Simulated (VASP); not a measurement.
# HClF2 (P6/mmm) in VASP: further runs, part 2 of 2

VASP 6.6.1.

## (3) Relaxation of shape and atoms at fixed volume, PBE+D3(BJ) (20.71 Å³/atom)

This run uses another cell than the first one, of 20.71 Å³/atom.

INCAR reads:

```
SYSTEM = HClF2
ALGO = Normal
EDIFF = 1E-6
EDIFFG = -0.01
ENCUT = 600
GGA = PE
IBRION = 2
ISIF = 4
ISMEAR = 0
IVDW = 12
LASPH = .True.
LCHARG = .False.
LREAL = .False.
LWAVE = .False.
NELM = 100
NSW = 50
PREC = Accurate
SIGMA = 0.02
```

KPOINTS reads:

```
k-points
0
Gamma
  12 12 6
  0 0 0
```

POSCAR reads:

```
HClF2
1.0
    3.9493588998      0.0000000000      0.0000000000
   -1.9746794499      3.4202451359      0.0000000000
    0.0000000000      0.0000000000      6.1317976191
H Cl F
1 1 2
Direct
    0.0000000000      0.0000000000      0.5000000000
    0.0000000000      0.0000000000      0.0000000000
    0.0000000000      0.0000000000      0.3128153221
    0.0000000000      0.0000000000      0.6871846779
```

Potentials or basis: VASP PAW PBE potentials, release 64 (H, Cl, F).

Launch:

```
cat potpaw_PBE.64/H/POTCAR potpaw_PBE.64/Cl/POTCAR potpaw_PBE.64/F/POTCAR > POTCAR
mpirun -np 1 vasp_std > vasp.out
```

OUTCAR:

```text
SYSTEM = HClF2
   EDIFF = 1E-6
   EDIFFG = -0.01
   ENCUT = 600
   GGA = PE
   IBRION = 2
   ISIF = 4
   ISMEAR = 0
   IVDW = 12
   LASPH = .True.
   LREAL = .False.
   NELM = 100
   NSW = 50
   PREC = Accurate
 IVDW          = 12

 ion  position               nearest neighbor table
   1  0.000  0.000  0.500-   3 1.15   4 1.15
   2  0.000  0.000  0.000-   3 1.92   4 1.92
   3  0.000  0.000  0.313-   1 1.15   2 1.92
   4  0.000  0.000  0.687-   1 1.15   2 1.92

  LATTYP: Found a hexagonal cell.
 ALAT       =     3.9493588998
 C/A-ratio  =     1.5526058215

  Lattice vectors:

 A1 = (   3.9493588998,   0.0000000000,   0.0000000000)
 A2 = (  -1.9746794499,   3.4202451359,   0.0000000000)
 A3 = (   0.0000000000,   0.0000000000,   6.1317976191)

Analysis of symmetry for initial positions (statically):
=====================================================================
 Subroutine PRICEL returns:
 Original cell was already a primitive cell.

 Routine SETGRP: Setting up the symmetry group for a
 hexagonal supercell.

 Subroutine GETGRP returns: Found 24 space group operations
 (whereof 24 operations were pure point group operations)
 out of a pool of 24 trial point group operations.

The static configuration has the point symmetry D_6h.

Analysis of symmetry for dynamics (positions and initial velocities):
=====================================================================
 Subroutine PRICEL returns:
 Original cell was already a primitive cell.

 Routine SETGRP: Setting up the symmetry group for a
 hexagonal supercell.

 Subroutine GETGRP returns: Found 24 space group operations
 (whereof 24 operations were pure point group operations)
 out of a pool of 24 trial point group operations.

The dynamic configuration has the point symmetry D_6h.

 Subroutine INISYM returns: Found 24 space group operations
 (whereof 24 operations are pure point group operations),
 and found     1 'primitive' translations

----------------------------------------------------------------------------------------

                                     Primitive cell

  volume of cell :      82.8269

  direct lattice vectors                    reciprocal lattice vectors
     3.949358900  0.000000000  0.000000000     0.253205653  0.146188352  0.000000000
    -1.974679450  3.420245136  0.000000000     0.000000000  0.292376704  0.000000000
     0.000000000  0.000000000  6.131797619     0.000000000  0.000000000  0.163084313

  length of vectors
     3.949358900  3.949358900  6.131797619     0.292376704  0.292376704  0.163084313

  position of ions in fractional coordinates (direct lattice)
     0.000000000  0.000000000  0.500000000
     0.000000000  0.000000000  0.000000000
     0.000000000  0.000000000  0.312815322
     0.000000000  0.000000000  0.687184678

  ion indices of the primitive-cell ions
   primitive index   ion index
                 1           1
                 2           2
                 3           3
                 4           4

----------------------------------------------------------------------------------------

 KPOINTS: k-points

Automatic generation of k-mesh.
 Grid dimensions read from file:
 generate k-points for:   12   12    6

 Generating k-lattice:

  Cartesian coordinates                     Fractional coordinates (reciprocal lattice)
     0.021100471  0.012182363  0.000000000     0.083333333  0.000000000  0.000000000
     0.000000000  0.024364725  0.000000000     0.000000000  0.083333333  0.000000000
     0.000000000  0.000000000  0.027180719     0.000000000  0.000000000  0.166666667

  Length of vectors
     0.024364725  0.024364725  0.027180719

  Shift w.r.t. Gamma in fractional coordinates (k-lattice)
     0.000000000  0.000000000  0.000000000

 Subroutine IBZKPT returns following result:
 ===========================================

 Found     76 irreducible k-points:

 Following reciprocal coordinates:
            Coordinates               Weight
  0.000000  0.000000  0.000000      1.000000
  0.083333  0.000000  0.000000      6.000000
  0.166667  0.000000  0.000000      6.000000
  0.250000  0.000000  0.000000      6.000000
  0.333333  0.000000  0.000000      6.000000
  0.416667  0.000000  0.000000      6.000000
[... 16 lines left out ...]
  0.250000  0.000000  0.166667     12.000000
  0.333333  0.000000  0.166667     12.000000
 [... further k-points ...]
   k-points           NKPTS =     76   k-points in BZ     NKDIM =     76   number of bands    NBANDS=     15
   number of dos      NEDOS =    301   number of ions     NIONS =      4
   total plane-waves  NPLWV =  51200
   dimension x,y,z NGX =    32 NGY =   32 NGZ =   50
   dimension x,y,z NGXF=    64 NGYF=   64 NGZF=  100
   ions per type =               1   1   2
   NGX,Y,Z   is equivalent  to a cutoff of  13.47, 13.47, 13.56 a.u.
   NGXF,Y,Z  is equivalent  to a cutoff of  26.94, 26.94, 27.11 a.u.
 SYSTEM =  HClF2
   PREC   = accura    normal or accurate (medium, high low for compatibility)
   ISTART =      0    job   : 0-new  1-cont  2-samecut
   ICHARG =      2    charge: 1-file 2-atom 10-const
   ISPIN  =      1    spin polarized calculation?
   LNONCOLLINEAR =      F non collinear calculations
   LSORBIT =      F    spin-orbit coupling
   LASPH  =      T    aspherical Exc in radial PAW
   ENCUT  =  600.0 eV  44.10 Ry    6.64 a.u.   7.89  7.89 12.25*2*pi/ulx,y,z
   NELM   =    100;   NELMIN=  2; NELMDL= -5     # of ELM steps
   EDIFF  = 0.1E-05   stopping-criterion for ELM
   LREAL  =      F    real-space projection
   EDIFFG = -.1E-01   stopping-criterion for IOM
   NSW    =     50    number of steps for IOM
   IBRION =      2    ionic relax: 0-MD 1-quasi-New 2-CG
   NFREE  =      1    steps in history (QN), initial steepest desc. (CG)
   ISIF   =      4    stress and relaxation
   ISYM   =      2    0-nonsym 1-usesym 2-fastsym
   POTIM  = 0.5000    time-step for ionic-motion
   TEBEG  =    0.0;   TEEND  =   0.0 temperature during run
   PSTRESS=    0.0 pullay stress
   NELECT =      22.0000    total number of electrons
   NUPDOWN=      -1.0000    fix difference up-down
   EMIN   =  10.00;   EMAX   =-10.00  energy-range for DOS
   EFERMI =   0.00;   METHOD = LEGACY
   ISMEAR =     0;   SIGMA  =   0.02  broadening in eV -4-tet -1-fermi 0-gaus
   EFERMI_NEDOS =   21; number of points for ismear=-14 and -15
   IALGO  =     38    algorithm
   IMIX   =      4    mixing-type and parameters
     AMIX     =   0.40;   BMIX     =  1.00
     AMIX_MAG =   1.60;   BMIX_MAG =  1.00
  volume/ion in A,a.u.               =      20.71       139.74
  Fermi-wavevector in a.u.,A,eV,Ry     =   1.052346  1.988645 15.067525  1.107432
  Thomas-Fermi vector in A             =   2.187425
   LORBIT       =      0    0 simple, 1 ext, 2 COOP (PROOUT), +10 PAW based schemes
   GGA     = PE    functional components
   LHFCALC =     F    Hartree Fock is set to
   AEXX    =    0.0000 exact exchange contribution
   IVDW    =    12    specifies the selected vdW correction
   LEPSILON=     F    determine dielectric tensor
   LRPA    =     F    only Hartree local field effects (RPA)
 conjugate gradient relaxation of ions
 non-spin polarized calculation
 Gauss-broadening in eV      SIGMA  =   0.02
  energy-cutoff  :      600.00
  volume of cell :       82.83
 maximum number of plane-waves:      2792
 NGX is ok and might be reduce to    32
   NGX = 15   NGY = 15   NGZ = 25

--------------------------------------- Ionic step        1  -------------------------------------------

 number of electron      22.0000011 magnetization

 Free energy of the ion-electron system (eV)
  ---------------------------------------------------
  ext. energy  EPLUGINS =         0.00000000
  ---------------------------------------------------
  free energy    TOTEN  =       -11.74882520 eV

  energy without entropy =      -11.74882520  energy(sigma->0) =      -11.74882520

------------------------ aborting loop because EDIFF is reached ----------------------------------------

 Edisp (eV)   -0.16328

 E8    (eV) :    -0.0426
[... 159 lines left out ...]
--------------------------------------- Ionic step        5  -------------------------------------------

 number of electron      22.0000014 magnetization

 Free energy of the ion-electron system (eV)
  ---------------------------------------------------
  ext. energy  EPLUGINS =         0.00000000
  ---------------------------------------------------
  free energy    TOTEN  =       -11.76139418 eV

  energy without entropy =      -11.76139418  energy(sigma->0) =      -11.76139418

 E-fermi :  -3.5255     XC(G=0):  -6.5086

 val. band max:       -3.6321375893   @ k =   0.0000   0.0000   0.5000
 cond. band min:      -2.2611969308   @ k =   0.0000   0.0000   0.5000
 fundamental gap:      1.3709406585
 Fermi energy:        -3.5254732154

 k-point     1 :       0.0000    0.0000    0.0000
  band No.  band energies     occupation
      1     -26.9796      2.00000
      2     -25.8336      2.00000
      3     -17.8686      2.00000
      4     -10.2459      2.00000
      5      -9.9844      2.00000
      6      -7.1427      2.00000
      7      -7.1427      2.00000
      8      -6.2905      2.00000
      9      -6.2905      2.00000
     10      -3.7681      2.00000
     11      -3.7681      2.00000
     12      -0.3566      0.00000
     13       2.7284      0.00000
     14       5.8268      0.00000
[... 401 lines left out ...]
      2     -25.8619      2.00000
      3     -17.6844      2.00000
      4     -11.4496      2.00000
      5      -8.5825      2.00000
      6      -7.4153      2.00000
      7      -7.1613      2.00000
      8      -6.5257      2.00000
      9      -6.3987      2.00000
     10      -4.2801      2.00000
     11      -3.8536      2.00000
     12      -0.6765      0.00000
     13       4.5410      0.00000
     14       6.4981      0.00000
     15       7.4630      0.00000

 [... further k-points ...]

------------------------ aborting loop because EDIFF is reached ----------------------------------------

 Edisp (eV)   -0.16265

 E8    (eV) :    -0.0423
[... 27 lines left out ...]
  FREE ENERGIE OF THE ION-ELECTRON SYSTEM (eV)
  ---------------------------------------------------
  free  energy   TOTEN  =       -11.9240451586 eV

  energy  without entropy=      -11.9240451586  energy(sigma->0) =      -11.92404516

 reached required accuracy - stopping structural energy minimisation
```

CONTCAR:

```text
HClF2
   1.00000000000000
     3.9740798766955896    0.0000000000000000    0.0000000000000000
    -1.9870399383477948    3.4416541298979411   -0.0000000000000000
    -0.0000000000000000    0.0000000000000000    6.0557485392248918
  H               Cl              F
     1     1     2
Direct
     0.0000000000000000    0.0000000000000000    0.5000000000000000
     0.0000000000000000    0.0000000000000000    0.0000000000000000
     1.0000000000000000    1.0000000000000000    0.3124803278948402
     0.0000000000000000    0.0000000000000000    0.6875196721051599

  0.00000000E+00  0.00000000E+00  0.00000000E+00
  0.00000000E+00  0.00000000E+00  0.00000000E+00
  0.00000000E+00  0.00000000E+00  0.00000000E+00
  0.00000000E+00  0.00000000E+00  0.00000000E+00
```

Wall time 7 min (1 thread of Intel Xeon 8259CL, shared host); peak memory 0.3 GiB.

Results:

```
Free energy                : -11.9240 eV
Energy gained by relaxing  : 3.0 meV/atom
Ionic steps                : 5
Pressure after relaxing    : -0.4 GPa
Band gap on the k mesh     : 1.37 eV
Dispersion energy per atom : -0.041 eV
```

The path:
```tsv
step	energy change (eV)	largest force (eV/Å)	pressure (GPa)	volume (Å³)
1	0.0000	0.0002	-1.61	82.83
2	-0.0111	0.0944	-0.10	82.83
3	-0.0118	0.0762	-0.42	82.83
4	-0.0119	0.0553	-0.42	82.83
5	-0.0119	0.0012	-0.41	82.83
```

Final structure:
```
CELL_PARAMETERS angstrom
3.97408 0.00000 0.00000
-1.98704 3.44165 0.00000
0.00000 0.00000 6.05575
ATOMIC_POSITIONS crystal
H 0.00000 0.00000 0.50000
Cl 0.00000 0.00000 0.00000
F 0.00000 0.00000 0.31248
F 0.00000 0.00000 0.68752
```

A k mesh can miss the band edges.
